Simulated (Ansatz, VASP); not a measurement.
# TePb: VASP beside Ansatz

```
CELL_PARAMETERS angstrom
0.00000 3.22700 3.19473
3.22700 0.00000 3.19473
3.22700 3.22700 0.00000
ATOMIC_POSITIONS crystal
Te 0.50000 0.50000 0.50000
Pb 0.00000 0.00000 0.00000
```

Change from the starting cell: zz strain of -1 %, crystal datasets.

Alike in both runs: task electric field gradients; functional PBEsol; k mesh 10 × 10 × 10; occupations fermi-dirac, width 0.03 eV; no spin polarisation.

|  | VASP | Ansatz |
| --- | --- | --- |
| version | VASP 6.6.1 | Ansatz 0.2.0 |
| potentials or method | VASP PAW PBE potentials, release 64 (Te, Pb_d), cutoff 520 eV | all-electron PAW with datasets made for the crystal, scalar-relativistic |

Ansatz gave:

| Quantity | Value |
| --- | --- |
| pressure (GPa) | 0.2 |
| traceless stress, the component that is largest in VASP (GPa) | 0.85 |
| size of Vzz on the site where it differs most (V/Å²) | 35.0 |

Q: Estimate VASP's values.

A: Pressure (GPa): 0.2; traceless stress, the component that is largest in VASP (GPa): 0.85; size of Vzz on the site where it differs most (V/Å²): 33.1.

VASP's potentials were made for PBE, not for PBEsol. Ansatz ran all-electron here, and VASP with PAW potentials.

Neither program's run includes spin-orbit coupling.
